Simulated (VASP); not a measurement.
A run of VASP 6.6.1 is set up as follows.

File INCAR:

```
SYSTEM = Ta2C
PREC = Accurate ; ENCUT = 600
EDIFF = 1E-7 ; ISMEAR = 1
SIGMA = 0.1 ; LREAL = .FALSE.
LASPH = .TRUE. ; NELM = 80
ALGO = Normal ; ISIF = 3
LWAVE = .FALSE. ; LCHARG = .FALSE.
GGA = CA ; IBRION = 2
NSW = 80 ; EDIFFG = -0.02
```

The input KPOINTS:

```
Automatic mesh
0
G
  15 15 8
  0 0 0
```

Contents of POSCAR:

```
Ta2C
1.0
    3.1059000000      0.0000000000      0.0000000000
   -1.5529500000      2.6897883000      0.0000000000
    0.0000000000      0.0000000000      4.9464000000
Ta C
2 1
Direct
    0.3333333333      0.6666666667      0.2520100000
    0.6666666667      0.3333333333      0.7479900000
    0.0000000000      0.0000000000      0.0000000000
```

Potentials or basis: VASP PAW LDA potentials, release 64 (Ta_pv, C).

Run with:

```sh
$ cat potpaw_LDA.64/Ta_pv/POTCAR potpaw_LDA.64/C/POTCAR > POTCAR
$ mpirun -np 1 vasp_std > vasp.out
```

Task: Predict the relaxed cell.

Result: a = 3.081 Å, b = 3.081 Å, c = 4.898 Å, α = 90.00°, β = 90.00°, γ = 120.00°.

Task: What does it give for the band gap on the k mesh?

Result: Zero (bands 13 and 14 overlap by 0.82 eV).

Task: Predict the relaxed volume.

Result: 13.42 Å³/atom.

Task: Estimate the space group after relaxing (to 0.1 Å).

Result: P-3m1 (No. 164).

Stress tensor (GPa, compression positive):
```
 0.03  0.00  0.00
 0.00  0.03  0.00
 0.00  0.00 -0.05
```

Caveat: spin-orbit coupling is left out, which moves the levels of the heavy elements. LDA usually gives volumes a few per cent too small.
